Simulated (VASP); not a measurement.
# CrO2 (R-3m) in VASP: notebook

The runs below take CrO2 through single point, with PBE.

All numbers are computed with VASP 6.6.1; they aren't measurements. Logs are shortened: lines on timing, memory, paths and dates and some standing lists are left out, and cuts for length are marked.

## 1. The cell of the first run

Symmetry: R-3m, No. 166, trigonal system. Conventional cell: a = 3.038 Å, b = 3.038 Å, c = 14.652 Å, α = 90.00°, β = 90.00°, γ = 120.00°. Within 2.6 Å of Cr (site symmetry -3m) lie 6 O at 1.99 Å. Within 2.6 Å of O (site symmetry 3m) lie 3 Cr at 1.99 Å and 3 O at 2.57 Å.

## 2. Single point, PBE, collinear spin, ferromagnetic start

Input file INCAR:

```
  ALGO = Normal
  EDIFF = 1E-6
  ENCUT = 700
  GGA = PE
  GGA_COMPAT = F
  ISIF = 2
  ISMEAR = -1
  ISPIN = 2
  LASPH = T
  LCHARG = F
  LMAXMIX = 4
  LORBIT = 11
  LREAL = F
  LWAVE = F
  MAGMOM = 3 0 0
  NBANDS = 24
  NELM = 200
  PREC = Accurate
  SIGMA = 0.05
```

Input file KPOINTS:

```
k-points
0
Gamma
  10 10 10
```

Input file POSCAR:

```
CrO2
1.0
    1.5191904746      0.8771050295      4.8838983138
   -1.5191904746      0.8771050295      4.8838983138
    0.0000000000     -1.7542100590      4.8838983138
Cr O
1 2
Direct
    0.5000000000      0.5000000000      0.5000000000
    0.2309180000      0.2309180000      0.2309180000
    0.7690820000      0.7690820000      0.7690820000
```

Potentials or basis: VASP PAW PBE potentials, release 64 (Cr_sv, O).

Launch:

```sh
cat potpaw_PBE.64/Cr_sv/POTCAR potpaw_PBE.64/O/POTCAR > POTCAR
mpirun -np 1 vasp_std > vasp.out
```

OUTCAR:

```text
EDIFF = 1E-6
   ENCUT = 700
   GGA = PE
   ISIF = 2
   ISMEAR = -1
   ISPIN = 2
   LASPH = T
   LORBIT = 11
   LREAL = F
   NELM = 200
   PREC = Accurate

 ion  position               nearest neighbor table
   1  0.500  0.500  0.500-   2 1.99   2 1.99   3 1.99   3 1.99   2 1.99   3 1.99
   2  0.231  0.231  0.231-   1 1.99   1 1.99   1 1.99
   3  0.769  0.769  0.769-   1 1.99   1 1.99   1 1.99

  LATTYP: Found a trigonal (rhomboedric) cell.
 ALAT       =     5.1893849029
 COS(alpha) =     0.8285953163

  Lattice vectors:

 A1 = (   1.5191904746,   0.8771050295,   4.8838983138)
 A2 = (  -1.5191904746,   0.8771050295,   4.8838983138)
 A3 = (   0.0000000000,  -1.7542100590,   4.8838983138)

Analysis of symmetry for initial positions (statically):
=====================================================================
 Subroutine PRICEL returns:
 Original cell was already a primitive cell.

 Routine SETGRP: Setting up the symmetry group for a
 trigonal (rhombohedral) supercell.

 Subroutine GETGRP returns: Found 12 space group operations
 (whereof 12 operations were pure point group operations)
 out of a pool of 12 trial point group operations.

The static configuration has the point symmetry D_3d.

Analysis of symmetry for dynamics (positions and initial velocities):
=====================================================================
 Subroutine PRICEL returns:
 Original cell was already a primitive cell.

 Routine SETGRP: Setting up the symmetry group for a
 trigonal (rhombohedral) supercell.

 Subroutine GETGRP returns: Found 12 space group operations
 (whereof 12 operations were pure point group operations)
 out of a pool of 12 trial point group operations.

The dynamic configuration has the point symmetry D_3d.

Analysis of structural, dynamic, and magnetic symmetry:
=====================================================================
 Subroutine PRICEL returns:
 Original cell was already a primitive cell.

 Routine SETGRP: Setting up the symmetry group for a
 trigonal (rhombohedral) supercell.

 Subroutine GETGRP returns: Found 12 space group operations
 (whereof 12 operations were pure point group operations)
 out of a pool of 12 trial point group operations.

The overall configuration has the point symmetry D_3d.

 Subroutine INISYM returns: Found 12 space group operations
 (whereof 12 operations are pure point group operations),
 and found     1 'primitive' translations

----------------------------------------------------------------------------------------

                                     Primitive cell

  volume of cell :      39.0465

  direct lattice vectors                    reciprocal lattice vectors
     1.519190475  0.877105030  4.883898314     0.329122653  0.190019053  0.068251489
    -1.519190475  0.877105030  4.883898314    -0.329122653  0.190019053  0.068251489
     0.000000000 -1.754210059  4.883898314     0.000000000 -0.380038105  0.068251489

  length of vectors
     5.189384903  5.189384903  5.189384903     0.386118152  0.386118152  0.386118152

  position of ions in fractional coordinates (direct lattice)
     0.500000000  0.500000000  0.500000000
     0.230918000  0.230918000  0.230918000
     0.769082000  0.769082000  0.769082000

  ion indices of the primitive-cell ions
   primitive index   ion index
                 1           1
                 2           2
                 3           3

----------------------------------------------------------------------------------------

 KPOINTS: k-points

Automatic generation of k-mesh.
 Grid dimensions read from file:
 generate k-points for:   10   10   10

 Generating k-lattice:

  Cartesian coordinates                     Fractional coordinates (reciprocal lattice)
     0.032912265  0.019001905  0.006825149     0.100000000 -0.000000000  0.000000000
    -0.032912265  0.019001905  0.006825149    -0.000000000  0.100000000  0.000000000
     0.000000000 -0.038003811  0.006825149     0.000000000  0.000000000  0.100000000

  Length of vectors
     0.038611815  0.038611815  0.038611815

  Shift w.r.t. Gamma in fractional coordinates (k-lattice)
     0.000000000  0.000000000  0.000000000

 Subroutine IBZKPT returns following result:
 ===========================================

 Found    116 irreducible k-points:

 Following reciprocal coordinates:
            Coordinates               Weight
  0.000000  0.000000  0.000000      1.000000
  0.100000  0.000000  0.000000      6.000000
  0.200000  0.000000  0.000000      6.000000
  0.300000 -0.000000  0.000000      6.000000
  0.400000  0.000000  0.000000      6.000000
  0.500000  0.000000  0.000000      3.000000
[... 16 lines left out ...]
  0.300000  0.300000  0.000000      6.000000
  0.400000  0.300000  0.000000     12.000000
 [... further k-points ...]
   k-points           NKPTS =    116   k-points in BZ     NKDIM =    116   number of bands    NBANDS=     24
   number of dos      NEDOS =    301   number of ions     NIONS =      3
   total plane-waves  NPLWV = 110592
   dimension x,y,z NGX =    48 NGY =   48 NGZ =   48
   dimension x,y,z NGXF=    96 NGYF=   96 NGZF=   96
   ions per type =               1   2
   NGX,Y,Z   is equivalent  to a cutoff of  15.38, 15.38, 15.38 a.u.
   NGXF,Y,Z  is equivalent  to a cutoff of  30.75, 30.75, 30.75 a.u.
 SYSTEM =  unknown system
   PREC   = accura    normal or accurate (medium, high low for compatibility)
   ISTART =      0    job   : 0-new  1-cont  2-samecut
   ICHARG =      2    charge: 1-file 2-atom 10-const
   ISPIN  =      2    spin polarized calculation?
   LNONCOLLINEAR =      F non collinear calculations
   LSORBIT =      F    spin-orbit coupling
   LASPH  =      T    aspherical Exc in radial PAW
   ENCUT  =  700.0 eV  51.45 Ry    7.17 a.u.  11.19 11.19 11.19*2*pi/ulx,y,z
   NELM   =    200;   NELMIN=  2; NELMDL= -5     # of ELM steps
   EDIFF  = 0.1E-05   stopping-criterion for ELM
   LREAL  =      F    real-space projection
   EDIFFG = 0.1E-04   stopping-criterion for IOM
   NSW    =      0    number of steps for IOM
   IBRION =     -1    ionic relax: 0-MD 1-quasi-New 2-CG
   NFREE  =      0    steps in history (QN), initial steepest desc. (CG)
   ISIF   =      2    stress and relaxation
   ISYM   =      2    0-nonsym 1-usesym 2-fastsym
   POTIM  = 0.5000    time-step for ionic-motion
   TEBEG  =    0.0;   TEEND  =   0.0 temperature during run
   PSTRESS=    0.0 pullay stress
   NELECT =      26.0000    total number of electrons
   NUPDOWN=      -1.0000    fix difference up-down
   EMIN   =  10.00;   EMAX   =-10.00  energy-range for DOS
   EFERMI =   0.00;   METHOD = LEGACY
   ISMEAR =    -1;   SIGMA  =   0.05  broadening in eV -4-tet -1-fermi 0-gaus
   EFERMI_NEDOS =   21; number of points for ismear=-14 and -15
   IALGO  =     38    algorithm
   IMIX   =      4    mixing-type and parameters
     AMIX     =   0.40;   BMIX     =  1.00
     AMIX_MAG =   1.60;   BMIX_MAG =  1.00
  volume/ion in A,a.u.               =      13.02        87.83
  Fermi-wavevector in a.u.,A,eV,Ry     =   1.429570  2.701495 27.805818  2.043670
  Thomas-Fermi vector in A             =   2.549509
   LORBIT       =     11    0 simple, 1 ext, 2 COOP (PROOUT), +10 PAW based schemes
   GGA     = PE    functional components
   LHFCALC =     F    Hartree Fock is set to
   AEXX    =    0.0000 exact exchange contribution
   IVDW    =     0    specifies the selected vdW correction
   LEPSILON=     F    determine dielectric tensor
   LRPA    =     F    only Hartree local field effects (RPA)
 spin polarized calculation
  energy-cutoff  :      700.00
  volume of cell :       39.05
 maximum number of plane-waves:      1677
 NGX is ok and might be reduce to    48
   NGX = 23   NGY = 23   NGZ = 23

 number of electron      26.0000002 magnetization       2.0000803

 Free energy of the ion-electron system (eV)
  ---------------------------------------------------
  ext. energy  EPLUGINS =         0.00000000
  ---------------------------------------------------
  free energy    TOTEN  =       -24.64777649 eV

  energy without entropy =      -24.63202777  energy(sigma->0) =      -24.63990213

 E-fermi :   2.8981     XC(G=0):  -9.8411

 val. band max:        2.8958704751   @ k =   0.5000   0.4000   0.2000
 cond. band min:       2.9074575333   @ k =   0.5000   0.3000   0.2000
 fundamental gap:      0.0115870582
 Fermi energy:         2.8981223758

 spin component 1

 k-point     1 :       0.0000    0.0000    0.0000
  band No.  band energies     occupation
      1     -70.3920      1.00000
      2     -41.6734      1.00000
      3     -41.5882      1.00000
      4     -41.5882      1.00000
      5     -15.7274      1.00000
      6     -13.8330      1.00000
[... 16 lines left out ...]
     23      22.8812      0.00000
     24      24.3778      0.00000
[... 598 lines left out ...]
      2     -41.6995      1.00000
      3     -41.6540      1.00000
      4     -41.6202      1.00000
      5     -14.7486      1.00000
      6     -14.2031      1.00000
[... 16 lines left out ...]
     23      21.9818      0.00000
     24      22.6274      0.00000

 [... further k-points ...]

 spin component 2

 k-point     1 :       0.0000    0.0000    0.0000
  band No.  band energies     occupation
      1     -68.0130      1.00000
      2     -39.2969      1.00000
      3     -39.2969      1.00000
      4     -39.2496      1.00000
      5     -15.8407      1.00000
      6     -14.0203      1.00000
[... 16 lines left out ...]
     23      23.3081      0.00000
     24      24.9583      0.00000
[... 598 lines left out ...]
      2     -39.4255      1.00000
      3     -39.3332      1.00000
      4     -39.2255      1.00000
      5     -14.8950      1.00000
      6     -14.3752      1.00000
[... 16 lines left out ...]
     23      22.4700      0.00000
     24      22.8963      0.00000

 [... further k-points ...]

------------------------ aborting loop because EDIFF is reached ----------------------------------------

  FORCE on cell =-STRESS in cart. coord.  units (eV):
  Direction    XX          YY          ZZ          XY          YZ          ZX
  --------------------------------------------------------------------------------------
  -------------------------------------------------------------------------------------
  Total       -4.8919550     -4.8919550     -1.8969687      0.0000000     -0.0000000      0.0000000
  in kB     -200.7295636   -200.7295636    -77.8375297      0.0000000     -0.0000000      0.0000000
  external PRESSURE =    -159.7655523 kB  Pullay stress =       0.0000000 kB

 VOLUME and BASIS-vectors are now :
 -----------------------------------------------------------------------------
  energy-cutoff  :      700.00
  volume of cell :       39.05
      direct lattice vectors                 reciprocal lattice vectors
     1.519190475  0.877105030  4.883898314     0.329122653  0.190019053  0.068251489
    -1.519190475  0.877105030  4.883898314    -0.329122653  0.190019053  0.068251489
     0.000000000 -1.754210059  4.883898314     0.000000000 -0.380038105  0.068251489

 POSITION                                       TOTAL-FORCE (eV/Angst)
 -----------------------------------------------------------------------------------
      0.00000      0.00000      7.32585         0.000000      0.000000      0.000000
      0.00000      0.00000      3.38334         0.000000      0.000000     -1.001593
      0.00000      0.00000     11.26835         0.000000     -0.000000      1.001593
 -----------------------------------------------------------------------------------
    total drift:                                0.000000      0.000000      0.000000

  FREE ENERGIE OF THE ION-ELECTRON SYSTEM (eV)
  ---------------------------------------------------
  free  energy   TOTEN  =       -24.6477764863 eV

  energy  without entropy=      -24.6320277677  energy(sigma->0) =      -24.63990213

 total charge

# of ion       s       p       d       tot
------------------------------------------
    1        2.132   6.021   3.351  11.504
    2        1.573   3.375   0.000   4.948
    3        1.573   3.375   0.000   4.948
--------------------------------------------------
tot          5.278  12.771   3.351  21.400

 magnetization (x)

# of ion       s       p       d       tot
------------------------------------------
    1        0.014   0.008   2.019   2.041
    2       -0.001  -0.114   0.000  -0.115
    3       -0.001  -0.114   0.000  -0.115
--------------------------------------------------
tot          0.012  -0.221   2.019   1.810
```

Wall time 11 min (1 thread of AMD EPYC 9R45 (Zen 5), shared host); peak memory 0.54 GiB.

Results:

```yaml
Free_energy: -24.6478 eV
Pressure: -16.0 GPa
Largest_force: 1.002 eV/Å
Band_gap_on_the_k_mesh: zero (filled and empty bands overlap)
Net_moment: 2.00 μB per cell
Site_moments: Cr +2.04; O -0.12 μB
Valence_electrons_inside_the_program's_atomic_spheres: Cr 11.50; O 4.95
```

Forces in eV/Å, atoms in the order of the input:
```
Cr   0.000  0.000  0.000
O    0.000  0.000 -1.002
O    0.000  0.000  1.002
```

Stress tensor (GPa, compression positive):
```
-20.07   0.00   0.00
  0.00 -20.07   0.00
  0.00   0.00  -7.78
```

Levels at points of the mesh, in eV from the Fermi level:
Spin up:
```csv
k point,band 10,band 11,band 12,band 13,band 14,band 15,band 16,band 17,band 18,band 19
"(0.00, 0.00, 0.00)",-1.28,-1.28,-1.12,-1.12,-1.00,0.64,3.39,3.39,6.16,9.63
"(0.50, 0.00, 0.00)",-3.18,-2.61,-1.73,-0.65,-0.61,-0.05,2.46,3.18,11.11,12.01
"(0.50, 0.50, 0.00)",-2.85,-2.67,-1.53,-0.70,-0.61,-0.12,2.58,3.22,10.36,11.64
"(0.50, 0.50, 0.50)",-1.89,-1.31,-1.31,-1.12,-1.12,0.70,3.41,3.41,8.12,8.34
```
Spin down:
| k point | band 9 | band 10 | band 11 | band 12 | band 13 | band 14 | band 15 | band 16 |
| --- | --- | --- | --- | --- | --- | --- | --- | --- |
| (0.00, 0.00, 0.00) | -4.57 | -1.45 | -1.45 | -1.24 | 1.37 | 1.37 | 2.71 | 4.35 |
| (0.50, 0.00, 0.00) | -3.74 | -2.82 | -2.70 | -1.91 | 1.65 | 2.05 | 2.13 | 3.56 |
| (0.50, 0.50, 0.00) | -3.70 | -2.76 | -2.45 | -1.72 | 1.54 | 2.05 | 2.13 | 3.62 |
| (0.50, 0.50, 0.50) | -4.14 | -2.11 | -1.47 | -1.47 | 1.37 | 1.37 | 2.67 | 4.36 |

Caveat: the stress differs along the axes, from -20 to -8 GPa; a cell with one magnetic atom can't hold antiferromagnetic order, which such compounds often take; semilocal functionals often make such compounds metallic where correlation or magnetic order opens a gap, which also shifts bond lengths; forces of over 1 eV/Å act on the atoms, so gaps and moduli don't describe the material at rest.

(Continued in part 2 of 3.)

The gap in the log of VASP goes by the Fermi energy; the results here count the filled bands.